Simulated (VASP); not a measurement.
# NbIn2Se3 (P-3m1) in VASP: relaxation of cell and atoms with PBE

Aim: the relaxation of cell and atoms of NbIn2Se3 with PBE.

All numbers are computed with VASP 6.6.1; they aren't measurements. Logs are shortened: lines on timing, memory, paths and dates and some standing lists are left out, and cuts for length are marked.

### Step 1. The cell of the first run

Symmetry: P-3m1, No. 164, trigonal system. Conventional cell: a = 3.682 Å, b = 3.682 Å, c = 12.906 Å, α = 90.00°, β = 90.00°, γ = 120.00°. Nb (site symmetry -3m) has 6 Se at 2.65 Å within 3.5 Å. Within 3.8 Å of In (site symmetry 3m) lie 6 Se at 2.88 to 3.61 Å and 6 In at 3.68 Å. Se (site symmetry 3m) has 3 Nb at 2.65 Å and 3 In at 3.61 Å and 9 Se at 3.68 to 3.82 Å within 3.9 Å. Within 3.8 Å of Se (site symmetry -3m) lie 6 In at 2.88 Å and 6 Se at 3.68 Å.

The cell was generated, and may not be a known phase.

### Step 2. Relaxation of cell and atoms, PBE

Input file INCAR:

```
SYSTEM = NbIn2Se3
PREC = Accurate ; ENCUT = 600
EDIFF = 1E-6 ; ISMEAR = 0
SIGMA = 0.1 ; LREAL = .False.
LASPH = .True. ; NELM = 80
ALGO = Normal ; ISIF = 3
LWAVE = .False. ; LCHARG = .False.
GGA = PE ; IBRION = 2
NSW = 100 ; EDIFFG = -0.01
```

Input file KPOINTS:

```
regular mesh
0
Gamma
  12 12 4
  0 0 0
```

Input file POSCAR:

```
NbIn2Se3
1.0
    3.6818946043      0.0000000000      0.0000000000
   -1.8409473022      3.1886142614      0.0000000000
    0.0000000000      0.0000000000     12.9057730157
Nb In Se
1 2 3
Direct
    0.0000000000      0.0000000000      0.5000000000
    0.3333333333      0.6666666667      0.1508117553
    0.6666666667      0.3333333333      0.8491882447
    0.3333333333      0.6666666667      0.6229813992
    0.6666666667      0.3333333333      0.3770186008
    0.0000000000      0.0000000000      0.0000000000
```

Potentials or basis: VASP PAW PBE potentials, release 64 (Nb_sv, In_d, Se).

Run with:

```
cat potpaw_PBE.64/Nb_sv/POTCAR potpaw_PBE.64/In_d/POTCAR potpaw_PBE.64/Se/POTCAR > POTCAR
mpirun -np 1 vasp_std > vasp.out
```

OUTCAR:

```text
SYSTEM = NbIn2Se3
   PREC = Accurate
   ENCUT = 600
   EDIFF = 1E-6
   ISMEAR = 0
   LREAL = .False.
   LASPH = .True.
   NELM = 80
   ISIF = 3
   GGA = PE
   IBRION = 2
   NSW = 100
   EDIFFG = -0.01

 ion  position               nearest neighbor table
   1  0.000  0.000  0.500-   4 2.65   5 2.65   5 2.65   4 2.65   5 2.65   4 2.65
   2  0.333  0.667  0.151-   6 2.88   6 2.88   6 2.88
   3  0.667  0.333  0.849-   6 2.88   6 2.88   6 2.88
   4  0.333  0.667  0.623-   1 2.65   1 2.65   1 2.65
   5  0.667  0.333  0.377-   1 2.65   1 2.65   1 2.65
   6  0.000  0.000  0.000-   2 2.88   3 2.88   3 2.88   2 2.88   3 2.88   2 2.88

  LATTYP: Found a hexagonal cell.
 ALAT       =     3.6818946043
 C/A-ratio  =     3.5051989268

  Lattice vectors:

 A1 = (   3.6818946043,   0.0000000000,   0.0000000000)
 A2 = (  -1.8409473022,   3.1886142614,   0.0000000000)
 A3 = (   0.0000000000,   0.0000000000,  12.9057730157)

Analysis of symmetry for initial positions (statically):
=====================================================================
 Subroutine PRICEL returns:
 Original cell was already a primitive cell.

 Routine SETGRP: Setting up the symmetry group for a
 hexagonal supercell.

 Subroutine GETGRP returns: Found 12 space group operations
 (whereof 12 operations were pure point group operations)
 out of a pool of 24 trial point group operations.

The static configuration has the point symmetry D_3d.

Analysis of symmetry for dynamics (positions and initial velocities):
=====================================================================
 Subroutine PRICEL returns:
 Original cell was already a primitive cell.

 Routine SETGRP: Setting up the symmetry group for a
 hexagonal supercell.

 Subroutine GETGRP returns: Found 12 space group operations
 (whereof 12 operations were pure point group operations)
 out of a pool of 24 trial point group operations.

The dynamic configuration has the point symmetry D_3d.

 Subroutine INISYM returns: Found 12 space group operations
 (whereof 12 operations are pure point group operations),
 and found     1 'primitive' translations

----------------------------------------------------------------------------------------

                                     Primitive cell

  volume of cell :     151.5156

  direct lattice vectors                    reciprocal lattice vectors
     3.681894604  0.000000000  0.000000000     0.271599301  0.156807929  0.000000000
    -1.840947302  3.188614261  0.000000000     0.000000000  0.313615859  0.000000000
     0.000000000  0.000000000 12.905773016     0.000000000  0.000000000  0.077484704

  length of vectors
     3.681894604  3.681894604 12.905773016     0.313615859  0.313615859  0.077484704

  position of ions in fractional coordinates (direct lattice)
     0.000000000  0.000000000  0.500000000
     0.333333333  0.666666667  0.150811755
     0.666666667  0.333333333  0.849188245
     0.333333333  0.666666667  0.622981399
     0.666666667  0.333333333  0.377018601
     0.000000000  0.000000000  0.000000000

  ion indices of the primitive-cell ions
   primitive index   ion index
                 1           1
                 2           2
                 3           3
                 4           4
                 5           5
                 6           6

----------------------------------------------------------------------------------------

 KPOINTS: regular mesh

Automatic generation of k-mesh.
 Grid dimensions read from file:
 generate k-points for:   12   12    4

 Generating k-lattice:

  Cartesian coordinates                     Fractional coordinates (reciprocal lattice)
     0.022633275  0.013067327  0.000000000     0.083333333  0.000000000  0.000000000
     0.000000000  0.026134655  0.000000000     0.000000000  0.083333333  0.000000000
     0.000000000  0.000000000  0.019371176     0.000000000  0.000000000  0.250000000

  Length of vectors
     0.026134655  0.026134655  0.019371176

  Shift w.r.t. Gamma in fractional coordinates (k-lattice)
     0.000000000  0.000000000  0.000000000

 Subroutine IBZKPT returns following result:
 ===========================================

 Found     69 irreducible k-points:

 Following reciprocal coordinates:
            Coordinates               Weight
  0.000000  0.000000  0.000000      1.000000
  0.083333  0.000000  0.000000      6.000000
  0.166667  0.000000  0.000000      6.000000
  0.250000 -0.000000  0.000000      6.000000
  0.333333  0.000000  0.000000      6.000000
  0.416667 -0.000000  0.000000      6.000000
[... 16 lines left out ...]
  0.166667  0.000000  0.250000      6.000000
  0.000000  0.166667  0.250000      6.000000
 [... further k-points ...]
   k-points           NKPTS =     69   k-points in BZ     NKDIM =     69   number of bands    NBANDS=     34
   number of dos      NEDOS =    301   number of ions     NIONS =      6
   total plane-waves  NPLWV =  97200
   dimension x,y,z NGX =    30 NGY =   30 NGZ =  108
   dimension x,y,z NGXF=    60 NGYF=   60 NGZF=  216
   ions per type =               1   2   3
   NGX,Y,Z   is equivalent  to a cutoff of  13.55, 13.55, 13.91 a.u.
   NGXF,Y,Z  is equivalent  to a cutoff of  27.09, 27.09, 27.82 a.u.
 SYSTEM =  NbIn2Se3
   PREC   = accura    normal or accurate (medium, high low for compatibility)
   ISTART =      0    job   : 0-new  1-cont  2-samecut
   ICHARG =      2    charge: 1-file 2-atom 10-const
   ISPIN  =      1    spin polarized calculation?
   LNONCOLLINEAR =      F non collinear calculations
   LSORBIT =      F    spin-orbit coupling
   LASPH  =      T    aspherical Exc in radial PAW
   ENCUT  =  600.0 eV  44.10 Ry    6.64 a.u.   7.35  7.35 25.78*2*pi/ulx,y,z
   NELM   =     80;   NELMIN=  2; NELMDL= -5     # of ELM steps
   EDIFF  = 0.1E-05   stopping-criterion for ELM
   LREAL  =      F    real-space projection
   EDIFFG = -.1E-01   stopping-criterion for IOM
   NSW    =    100    number of steps for IOM
   IBRION =      2    ionic relax: 0-MD 1-quasi-New 2-CG
   NFREE  =      1    steps in history (QN), initial steepest desc. (CG)
   ISIF   =      3    stress and relaxation
   ISYM   =      2    0-nonsym 1-usesym 2-fastsym
   POTIM  = 0.5000    time-step for ionic-motion
   TEBEG  =    0.0;   TEEND  =   0.0 temperature during run
   PSTRESS=    0.0 pullay stress
   NELECT =      57.0000    total number of electrons
   NUPDOWN=      -1.0000    fix difference up-down
   EMIN   =  10.00;   EMAX   =-10.00  energy-range for DOS
   EFERMI =   0.00;   METHOD = LEGACY
   ISMEAR =     0;   SIGMA  =   0.10  broadening in eV -4-tet -1-fermi 0-gaus
   EFERMI_NEDOS =   21; number of points for ismear=-14 and -15
   IALGO  =     38    algorithm
   IMIX   =      4    mixing-type and parameters
     AMIX     =   0.40;   BMIX     =  1.00
     AMIX_MAG =   1.60;   BMIX_MAG =  1.00
  volume/ion in A,a.u.               =      25.25       170.41
  Fermi-wavevector in a.u.,A,eV,Ry     =   1.181809  2.233295 19.002886  1.396673
  Thomas-Fermi vector in A             =   2.318075
   LORBIT       =      0    0 simple, 1 ext, 2 COOP (PROOUT), +10 PAW based schemes
   GGA     = PE    functional components
   LHFCALC =     F    Hartree Fock is set to
   AEXX    =    0.0000 exact exchange contribution
   IVDW    =     0    specifies the selected vdW correction
   LEPSILON=     F    determine dielectric tensor
   LRPA    =     F    only Hartree local field effects (RPA)
 conjugate gradient relaxation of ions
 non-spin polarized calculation
 Gauss-broadening in eV      SIGMA  =   0.10
  energy-cutoff  :      600.00
  volume of cell :      151.52
 maximum number of plane-waves:      5104
 NGX is ok and might be reduce to    30
   NGX = 15   NGY = 15   NGZ = 51

--------------------------------------- Ionic step        1  -------------------------------------------

 number of electron      57.0000005 magnetization

 Free energy of the ion-electron system (eV)
  ---------------------------------------------------
  ext. energy  EPLUGINS =         0.00000000
  ---------------------------------------------------
  free energy    TOTEN  =       -28.69896638 eV

  energy without entropy =      -28.68467374  energy(sigma->0) =      -28.69182006

------------------------ aborting loop because EDIFF is reached ----------------------------------------

  FORCE on cell =-STRESS in cart. coord.  units (eV):
  Direction    XX          YY          ZZ          XY          YZ          ZX
  --------------------------------------------------------------------------------------
  -------------------------------------------------------------------------------------
  Total        0.1263640      0.1263640      0.7790678     -0.0000000      0.0000000      0.0000000
  in kB        1.3362154      1.3362154      8.2381268     -0.0000000      0.0000000      0.0000000
  external PRESSURE =       3.6368525 kB  Pullay stress =       0.0000000 kB
[... 101 lines left out ...]
  FREE ENERGIE OF THE ION-ELECTRON SYSTEM (eV)
  ---------------------------------------------------
  free  energy   TOTEN  =       -28.7010271812 eV

  energy  without entropy=      -28.6867247699  energy(sigma->0) =      -28.69387598

[... ionic steps 4 to 10 ...]

--------------------------------------- Ionic step       11  -------------------------------------------

 number of electron      57.0000006 magnetization

------------------------ aborting loop because EDIFF is reached ----------------------------------------

  FORCE on cell =-STRESS in cart. coord.  units (eV):
  Direction    XX          YY          ZZ          XY          YZ          ZX
  --------------------------------------------------------------------------------------
  -------------------------------------------------------------------------------------
  Total        0.0348047      0.0348047      0.1201977     -0.0000000      0.0000000     -0.0000000
  in kB        0.3566608      0.3566608      1.2317249     -0.0000000      0.0000000     -0.0000000
  external PRESSURE =       0.6483489 kB  Pullay stress =       0.0000000 kB
[... 65 lines left out ...]
  energy  without entropy=      -28.6951776086  energy(sigma->0) =      -28.70208041

--------------------------------------- Ionic step       13  -------------------------------------------

 number of electron      57.0000005 magnetization

 Free energy of the ion-electron system (eV)
  ---------------------------------------------------
  ext. energy  EPLUGINS =         0.00000000
  ---------------------------------------------------
  free energy    TOTEN  =       -28.70902830 eV

  energy without entropy =      -28.69525307  energy(sigma->0) =      -28.70214069

 E-fermi :   5.1627     XC(G=0):  -9.6383

 val. band max:        5.1584152211   @ k =   0.0833   0.0000   0.5000
 cond. band min:       5.1674110367   @ k =   0.0833   0.0000   0.2500
 fundamental gap:      0.0089958156
 Fermi energy:         5.1627464037

 k-point     1 :       0.0000    0.0000    0.0000
  band No.  band energies     occupation
      1     -50.7407      2.00000
      2     -26.7566      2.00000
      3     -26.7566      2.00000
      4     -26.7026      2.00000
      5      -9.0163      2.00000
      6      -9.0158      2.00000
[... 877 lines left out ...]
     33       8.3234      0.00000
     34       8.7581      0.00000

 [... further k-points ...]

------------------------ aborting loop because EDIFF is reached ----------------------------------------

  FORCE on cell =-STRESS in cart. coord.  units (eV):
  Direction    XX          YY          ZZ          XY          YZ          ZX
  --------------------------------------------------------------------------------------
  -------------------------------------------------------------------------------------
  Total        0.0136915      0.0136915      0.0269838     -0.0000000     -0.0000000     -0.0000000
  in kB        0.1401773      0.1401773      0.2762672     -0.0000000     -0.0000000     -0.0000000
  external PRESSURE =       0.1855406 kB  Pullay stress =       0.0000000 kB
[... 21 lines left out ...]
  FREE ENERGIE OF THE ION-ELECTRON SYSTEM (eV)
  ---------------------------------------------------
  free  energy   TOTEN  =       -28.7090283038 eV

  energy  without entropy=      -28.6952530699  energy(sigma->0) =      -28.70214069

 reached required accuracy - stopping structural energy minimisation
```

Run time: 1.8 h. Hardware: 1 thread of Intel Xeon 8259CL, shared host; peak memory 0.59 GiB.

Results:

```yaml
Free_energy: -28.7090 eV
Relaxed_volume: 26.08 Å³/atom
Relaxed_cell: a = 3.661 Å, b = 3.661 Å, c = 13.480 Å, α = 90.00°, β = 90.00°, γ = 120.00°
Space_group_after_relaxing_to_0.1_Å: P-3m1 (No. 164)
Energy_gained_by_relaxing: 1.7 meV/atom
Ionic_steps: 13
Pressure_after_relaxing: 0.0 GPa
Band_gap_on_the_k_mesh: zero (an odd number of electrons rules out a gap without spin polarisation)
```

The path:
```tsv
step	energy change (eV)	largest force (eV/Å)	pressure (GPa)	volume (Å³)
1	0.0000	0.0653	0.36	151.52
2	-0.0018	0.0872	-0.25	152.77
3	-0.0021	0.0491	-0.11	152.45
4	-0.0031	0.0498	-0.06	152.38
5	-0.0045	0.0546	0.07	152.19
6	-0.0045	0.0565	0.12	152.13
7	-0.0057	0.0504	0.09	152.56
8	-0.0081	0.0328	0.02	153.86
9	-0.0098	0.0046	-0.05	156.46
10	-0.0099	0.0297	0.13	156.28
11	-0.0100	0.0204	0.06	156.35
12	-0.0100	0.0145	0.00	156.60
13	-0.0101	0.0020	0.02	156.49
```

Final structure:
```
Nb In Se
1.0
     3.66130    0.00000    0.00000
    -1.83065    3.17078    0.00000
     0.00000    0.00000   13.47977
Nb In Se
1 2 3
Direct
  0.00000 0.00000 0.50000
  0.33333 0.66667 0.14564
  0.66667 0.33333 0.85435
  0.33333 0.66667 0.61876
  0.66667 0.33333 0.38124
  0.00000 0.00000 0.00000
```

Levels at points of the mesh, in eV from the Fermi level:
```tsv
k point	band 25	band 26	band 27	band 28	band 29	band 30	band 31	band 32	band 33	band 34
(0.00, 0.00, 0.00)	-0.45	-0.18	-0.18	-0.11	-0.11	0.03	0.33	2.78	3.32	3.32
(0.50, 0.00, 0.00)	-2.65	-1.66	-1.31	-0.84	-0.20	-0.10	1.14	1.63	2.37	2.86
(0.00, 0.00, 0.50)	-0.45	-0.45	-0.18	-0.18	-0.11	-0.11	0.72	3.18	3.32	3.32
(0.50, 0.00, 0.50)	-2.21	-1.65	-1.32	-1.10	-0.22	-0.10	1.14	1.68	2.30	3.13
```

Caveat: spin-orbit coupling is left out, which moves the levels of the heavy elements; an odd number of electrons without spin polarisation forces a metal; a magnetic or distorted state may lie lower.
